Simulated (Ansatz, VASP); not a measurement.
## MgS in VASP and in Ansatz

```
Mg S
1.0
     0.00000    2.60165    2.60165
     2.60165    0.00000    2.60165
     2.60165    2.60165    0.00000
Mg S
1 1
Direct
  0.00000 0.00000 0.00000
  0.50000 0.50000 0.50000
```

Alike in both runs: task relaxation of cell and atoms; functional PBE; k mesh 8 × 8 × 8; occupations gaussian, width 0.02 eV; no spin polarisation.

|  | VASP | Ansatz |
| --- | --- | --- |
| version | VASP 6.6.1 | Ansatz 0.2.0 |
| potentials or method | VASP PAW PBE potentials, release 64 (Mg, S), cutoff 600 eV | scalar-relativistic, plane waves, PAW |
| valence electrons in the cell | 8 | 16 |

|  | VASP | Ansatz | Ansatz less VASP |
| --- | --- | --- | --- |
| gap on the k mesh at the Fermi level, each at its own relaxed structure (eV) | 2.75 | 2.76 | +0.007 |
| relaxed volume (Å³/atom) | 17.81 | 17.88 | +0.065 |
| relaxed cell length with the largest relative difference (Å) | 3.693 | 3.698 | +0.0045 |

VASP's potentials hold 8 valence electrons a cell and Ansatz's 16, so a difference there can come from the potentials and not from the codes.
